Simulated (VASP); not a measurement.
# Os (P6/mmm) in VASP: single point with r2SCAN

Aim: the single point of Os with r2SCAN.

Program: VASP 6.6.1. These are calculated values, not measurements. Logs are shortened: lines on timing, memory, paths and dates and some standing lists are left out, and cuts for length are marked.

**1. The cell of the first run**

Symmetry: P6/mmm, No. 191, hexagonal system. The conventional cell has a = 4.293 Å, b = 4.293 Å, c = 2.707 Å, α = 90.00°, β = 90.00°, γ = 120.00°. Within 3.6 Å of Os (site symmetry 6/mmm) lie 14 Os at 2.71 to 2.82 Å. Os (site symmetry -6m2) has 11 Os at 2.48 to 2.82 Å within 3.3 Å.

**2. Single point, r2SCAN**

File POSCAR:

```
Os
1.0
    4.2934071906      0.0000000000      0.0000000000
   -2.1467035953      3.7181996959      0.0000000000
    0.0000000000      0.0000000000      2.7071384117
Os
3
Direct
    0.0000000000      0.0000000000      0.0000000000
    0.3333333333      0.6666666667      0.5000000000
    0.6666666667      0.3333333333      0.5000000000
```

File INCAR.step1:

```
ALGO = Normal ; EDIFF = 1E-4
ENCUT = 520 ; GGA = PE
ISMEAR = 0 ; LASPH = True
LCHARG = False ; LREAL = False
LWAVE = True ; NBANDS = 19
NELM = 80 ; PREC = Accurate
SIGMA = 0.1
```

File INCAR.step2:

```
ALGO = Normal ; EDIFF = 1E-7
ENCUT = 520 ; ISIF = 2
ISMEAR = 0 ; ISTART = 1
LASPH = True ; LCHARG = False
LMIXTAU = True ; LREAL = False
LWAVE = False ; METAGGA = R2SCAN
NBANDS = 19 ; NELM = 80
PREC = Accurate ; SIGMA = 0.1
```

File KPOINTS:

```
k-points
0
Gamma
  12 12 16
```

Potentials or basis: VASP PAW PBE potentials, release 64 (Os).

Run with:

```console
$ cat potpaw_PBE.64/Os/POTCAR > POTCAR
$ cp INCAR.step1 INCAR
$ mpirun -np 1 vasp_std > vasp.out
$ cp INCAR.step2 INCAR
$ mpirun -np 1 vasp_std > vasp.out
```

OUTCAR:

```text
EDIFF = 1E-7
   ENCUT = 520
   ISIF = 2
   ISMEAR = 0
   ISTART = 1
   LASPH = True
   LREAL = False
   METAGGA = R2SCAN
   NELM = 80
   PREC = Accurate

 ion  position               nearest neighbor table
   1  0.000  0.000  0.000-   2 2.82   3 2.82   2 2.82   3 2.82   3 2.82   3 2.82   2 2.82   2 2.82
                             3 2.82   3 2.82   2 2.82   2 2.82
   2  0.333  0.667  0.500-   3 2.48   3 2.48   3 2.48   1 2.82   1 2.82   1 2.82   1 2.82   1 2.82
                             1 2.82
   3  0.667  0.333  0.500-   2 2.48   2 2.48   2 2.48   1 2.82   1 2.82   1 2.82   1 2.82   1 2.82
                             1 2.82

  LATTYP: Found a hexagonal cell.
 ALAT       =     4.2934071906
 C/A-ratio  =     0.6305338142

  Lattice vectors:

 A1 = (   4.2934071906,   0.0000000000,   0.0000000000)
 A2 = (  -2.1467035953,   3.7181996959,   0.0000000000)
 A3 = (   0.0000000000,   0.0000000000,   2.7071384117)

Analysis of symmetry for initial positions (statically):
=====================================================================
 Subroutine PRICEL returns:
 Original cell was already a primitive cell.

 Routine SETGRP: Setting up the symmetry group for a
 hexagonal supercell.

 Subroutine GETGRP returns: Found 24 space group operations
 (whereof 24 operations were pure point group operations)
 out of a pool of 24 trial point group operations.

The static configuration has the point symmetry D_6h.

Analysis of symmetry for dynamics (positions and initial velocities):
=====================================================================
 Subroutine PRICEL returns:
 Original cell was already a primitive cell.

 Routine SETGRP: Setting up the symmetry group for a
 hexagonal supercell.

 Subroutine GETGRP returns: Found 24 space group operations
 (whereof 24 operations were pure point group operations)
 out of a pool of 24 trial point group operations.

The dynamic configuration has the point symmetry D_6h.

 Subroutine INISYM returns: Found 24 space group operations
 (whereof 24 operations are pure point group operations),
 and found     1 'primitive' translations

----------------------------------------------------------------------------------------

                                     Primitive cell

  volume of cell :      43.2161

  direct lattice vectors                    reciprocal lattice vectors
     4.293407191  0.000000000  0.000000000     0.232915248  0.134473681  0.000000000
    -2.146703595  3.718199696  0.000000000     0.000000000  0.268947362  0.000000000
     0.000000000  0.000000000  2.707138412     0.000000000  0.000000000  0.369393746

  length of vectors
     4.293407191  4.293407191  2.707138412     0.268947362  0.268947362  0.369393746

  position of ions in fractional coordinates (direct lattice)
     0.000000000  0.000000000  0.000000000
     0.333333333  0.666666667  0.500000000
     0.666666667  0.333333333  0.500000000

  ion indices of the primitive-cell ions
   primitive index   ion index
                 1           1
                 2           2
                 3           3

----------------------------------------------------------------------------------------

 KPOINTS: k-points

Automatic generation of k-mesh.
 Grid dimensions read from file:
 generate k-points for:   12   12   16

 Generating k-lattice:

  Cartesian coordinates                     Fractional coordinates (reciprocal lattice)
     0.019409604  0.011206140  0.000000000     0.083333333  0.000000000  0.000000000
     0.000000000  0.022412280  0.000000000     0.000000000  0.083333333  0.000000000
     0.000000000  0.000000000  0.023087109     0.000000000  0.000000000  0.062500000

  Length of vectors
     0.022412280  0.022412280  0.023087109

  Shift w.r.t. Gamma in fractional coordinates (k-lattice)
     0.000000000  0.000000000  0.000000000

 Subroutine IBZKPT returns following result:
 ===========================================

 Found    171 irreducible k-points:

 Following reciprocal coordinates:
            Coordinates               Weight
  0.000000  0.000000  0.000000      1.000000
  0.083333  0.000000  0.000000      6.000000
  0.166667  0.000000  0.000000      6.000000
  0.250000  0.000000  0.000000      6.000000
  0.333333 -0.000000  0.000000      6.000000
  0.416667  0.000000  0.000000      6.000000
[... 16 lines left out ...]
  0.250000  0.000000  0.062500     12.000000
  0.333333 -0.000000  0.062500     12.000000
 [... further k-points ...]
   k-points           NKPTS =    171   k-points in BZ     NKDIM =    171   number of bands    NBANDS=     19
   number of dos      NEDOS =    301   number of ions     NIONS =      3
   total plane-waves  NPLWV =  20480
   dimension x,y,z NGX =    32 NGY =   32 NGZ =   20
   dimension x,y,z NGXF=    64 NGYF=   64 NGZF=   40
   ions per type =               3
   NGX,Y,Z   is equivalent  to a cutoff of  12.39, 12.39, 12.28 a.u.
   NGXF,Y,Z  is equivalent  to a cutoff of  24.78, 24.78, 24.56 a.u.
 SYSTEM =  unknown system
   PREC   = accura    normal or accurate (medium, high low for compatibility)
   ISTART =      1    job   : 0-new  1-cont  2-samecut
   ICHARG =      0    charge: 1-file 2-atom 10-const
   ISPIN  =      1    spin polarized calculation?
   LNONCOLLINEAR =      F non collinear calculations
   LSORBIT =      F    spin-orbit coupling
   LASPH  =      T    aspherical Exc in radial PAW
   ENCUT  =  520.0 eV  38.22 Ry    6.18 a.u.   7.98  7.98  5.03*2*pi/ulx,y,z
   NELM   =     80;   NELMIN=  2; NELMDL=  0     # of ELM steps
   EDIFF  = 0.1E-06   stopping-criterion for ELM
   LREAL  =      F    real-space projection
   EDIFFG = 0.1E-05   stopping-criterion for IOM
   NSW    =      0    number of steps for IOM
   IBRION =     -1    ionic relax: 0-MD 1-quasi-New 2-CG
   NFREE  =      0    steps in history (QN), initial steepest desc. (CG)
   ISIF   =      2    stress and relaxation
   ISYM   =      2    0-nonsym 1-usesym 2-fastsym
   POTIM  = 0.5000    time-step for ionic-motion
   TEBEG  =    0.0;   TEEND  =   0.0 temperature during run
   PSTRESS=    0.0 pullay stress
   NELECT =      24.0000    total number of electrons
   NUPDOWN=      -1.0000    fix difference up-down
   EMIN   =  10.00;   EMAX   =-10.00  energy-range for DOS
   EFERMI =   0.00;   METHOD = LEGACY
   ISMEAR =     0;   SIGMA  =   0.10  broadening in eV -4-tet -1-fermi 0-gaus
   EFERMI_NEDOS =   21; number of points for ismear=-14 and -15
   IALGO  =     38    algorithm
   IMIX   =      4    mixing-type and parameters
     AMIX     =   0.40;   BMIX     =  1.00
     AMIX_MAG =   1.60;   BMIX_MAG =  1.00
  volume/ion in A,a.u.               =      14.41        97.21
  Fermi-wavevector in a.u.,A,eV,Ry     =   1.345644  2.542898 24.636853  1.810758
  Thomas-Fermi vector in A             =   2.473540
   LORBIT       =      0    0 simple, 1 ext, 2 COOP (PROOUT), +10 PAW based schemes
   METAGGA = R2SCAN    functional components
   LHFCALC =     F    Hartree Fock is set to
   AEXX    =    0.0000 exact exchange contribution
   IVDW    =     0    specifies the selected vdW correction
   LEPSILON=     F    determine dielectric tensor
   LRPA    =     F    only Hartree local field effects (RPA)
 non-spin polarized calculation
 Gauss-broadening in eV      SIGMA  =   0.10
  energy-cutoff  :      520.00
  volume of cell :       43.22
 maximum number of plane-waves:      1191
 NGX is ok and might be reduce to    32
   NGX = 15   NGY = 15   NGZ = 11

 number of electron      23.9999997 magnetization

 Free energy of the ion-electron system (eV)
  ---------------------------------------------------
  ext. energy  EPLUGINS =         0.00000000
  ---------------------------------------------------
  free energy    TOTEN  =      -157.93215040 eV

  energy without entropy =     -157.92258536  energy(sigma->0) =     -157.92736788

 E-fermi :   9.0659     XC(G=0): -15.1680

 val. band max:        9.0509846059   @ k =   0.3333  -0.0000   0.1875
 cond. band min:       9.0735972183   @ k =   0.1667   0.0833   0.3750
 fundamental gap:      0.0226126124
 Fermi energy:         9.0658507356

 k-point     1 :       0.0000    0.0000    0.0000
  band No.  band energies     occupation
      1      -2.3103      2.00000
      2       1.6806      2.00000
      3       4.4835      2.00000
      4       4.6530      2.00000
      5       4.6530      2.00000
      6       4.7089      2.00000
[... 11 lines left out ...]
     18      18.2534      0.00000
     19      19.1074      0.00000

 k-point     2 :       0.0833    0.0000    0.0000
  band No.  band energies     occupation
      1      -2.1889      2.00000
      2       1.7251      2.00000
      3       3.8658      2.00000
      4       4.2388      2.00000
      5       4.3733      2.00000
      6       5.1038      2.00000
[... 11 lines left out ...]
     18      17.6231      0.00000
     19      17.6323      0.00000

 k-point     3 :       0.1667    0.0000    0.0000
  band No.  band energies     occupation
      1      -1.8340      2.00000
      2       1.8287      2.00000
      3       3.0803      2.00000
      4       3.9380      2.00000
      5       3.9423      2.00000
      6       5.1816      2.00000
[... 11 lines left out ...]
     18      16.1570      0.00000
     19      17.5461      0.00000

 k-point     4 :       0.2500    0.0000    0.0000
  band No.  band energies     occupation
      1      -1.2737      2.00000
      2       1.7950      2.00000
      3       2.5635      2.00000
      4       3.4741      2.00000
      5       3.7726      2.00000
      6       5.0299      2.00000
[... 11 lines left out ...]
     18      14.7312      0.00000
     19      17.9372      0.00000

 k-point     5 :       0.3333   -0.0000    0.0000
  band No.  band energies     occupation
      1      -0.5575      2.00000
      2       1.4130      2.00000
      3       2.3999      2.00000
      4       3.1951      2.00000
      5       3.7249      2.00000
      6       4.7247      2.00000
[... 11 lines left out ...]
     18      13.3938      0.00000
     19      18.2989      0.00000

 k-point     6 :       0.4167    0.0000    0.0000
  band No.  band energies     occupation
      1       0.2316      2.00000
      2       1.0909      2.00000
      3       1.8984      2.00000
      4       3.4177      2.00000
      5       3.7527      2.00000
      6       4.3119      2.00000
[... 11 lines left out ...]
     18      12.2499      0.00000
     19      18.5640      0.00000

 k-point     7 :       0.5000    0.0000    0.0000
  band No.  band energies     occupation
      1       0.7296      2.00000
      2       1.2168      2.00000
      3       1.2351      2.00000
      4       3.7795      2.00000
      5       3.8399      2.00000
      6       3.8591      2.00000
[... 11 lines left out ...]
     18      11.6949      0.00000
     19      18.6639      0.00000

 k-point     8 :       0.0833    0.0833    0.0000
  band No.  band energies     occupation
      1      -1.9510      2.00000
      2       1.8011      2.00000
      3       3.4312      2.00000
      4       3.5548      2.00000
      5       4.4523      2.00000
      6       5.1249      2.00000
[... 256 lines left out ...]
 k-point    20 :       0.0000    0.0000    0.0625
  band No.  band energies     occupation
      1      -2.1876      2.00000
      2       1.8155      2.00000
      3       4.5005      2.00000
      4       4.5005      2.00000
      5       4.5946      2.00000
      6       4.5946      2.00000
[... 11 lines left out ...]
     18      18.2702      0.00000
     19      19.2319      0.00000

 k-point    21 :       0.0833    0.0000    0.0625
  band No.  band energies     occupation
      1      -2.0673      2.00000
      2       1.8617      2.00000
      3       3.8343      2.00000
      4       4.1412      2.00000
      5       4.4236      2.00000
      6       5.0677      2.00000
[... 11 lines left out ...]
     18      17.6453      0.00000
     19      17.7511      0.00000

 k-point    22 :       0.1667    0.0000    0.0625
  band No.  band energies     occupation
      1      -1.7154      2.00000
      2       1.9705      2.00000
      3       3.0808      2.00000
      4       3.8685      2.00000
      5       3.9901      2.00000
      6       5.2388      2.00000
[... 11 lines left out ...]
     18      16.2962      0.00000
     19      17.4865      0.00000

 k-point    23 :       0.2500    0.0000    0.0625
  band No.  band energies     occupation
      1      -1.1593      2.00000
      2       1.9188      2.00000
      3       2.6227      2.00000
      4       3.5110      2.00000
      5       3.7237      2.00000
      6       5.1151      2.00000
[... 11 lines left out ...]
     18      14.8970      0.00000
     19      17.8920      0.00000

 k-point    24 :       0.3333   -0.0000    0.0625
  band No.  band energies     occupation
      1      -0.4474      2.00000
      2       1.5078      2.00000
      3       2.5255      2.00000
      4       3.2149      2.00000
      5       3.6902      2.00000
      6       4.8082      2.00000
[... 11 lines left out ...]
     18      13.5883      0.00000
     19      18.2600      0.00000

 [... further k-points ...]
[... 5 lines left out ...]
  --------------------------------------------------------------------------------------
  -------------------------------------------------------------------------------------
  Total        0.1807020      0.1807020      0.2292415      0.0000000     -0.0000000      0.0000000
  in kB        6.6992829      6.6992829      8.4988190      0.0000000     -0.0000000      0.0000000
  external PRESSURE =       7.2991282 kB  Pullay stress =       0.0000000 kB

 VOLUME and BASIS-vectors are now :
 -----------------------------------------------------------------------------
  energy-cutoff  :      520.00
  volume of cell :       43.22
      direct lattice vectors                 reciprocal lattice vectors
     4.293407191  0.000000000  0.000000000     0.232915248  0.134473681  0.000000000
    -2.146703595  3.718199696  0.000000000     0.000000000  0.268947362  0.000000000
     0.000000000  0.000000000  2.707138412     0.000000000  0.000000000  0.369393746

 POSITION                                       TOTAL-FORCE (eV/Angst)
 -----------------------------------------------------------------------------------
      0.00000      0.00000      0.00000        -0.000000     -0.000000     -0.000000
     -0.00000      2.47880      1.35357         0.000000      0.000000      0.000000
      2.14670      1.23940      1.35357        -0.000000      0.000000     -0.000000
 -----------------------------------------------------------------------------------
    total drift:                               -0.000000      0.000000      0.000000

  FREE ENERGIE OF THE ION-ELECTRON SYSTEM (eV)
  ---------------------------------------------------
  free  energy   TOTEN  =      -157.9321504033 eV

  energy  without entropy=     -157.9225853562  energy(sigma->0) =     -157.92736788
```

Run time: 12 min. Hardware: 1 thread of Oxide Virtual Turin-like, shared host; peak memory 0.21 GiB.

What came out:

```
Free energy            : -157.9322 eV
Pressure               : 0.7 GPa
Band gap on the k mesh : zero (band 12 reaches 10.49 eV, above the bottom of band 13 at 7.45 eV)
```

Stress tensor (GPa, compression positive):
```
0.67 0.00 0.00
0.00 0.67 0.00
0.00 0.00 0.85
```

Caveat: the PAW data sets were made with another functional, which shifts forces and pressure a little; spin-orbit coupling is left out, which moves the levels of the heavy elements.
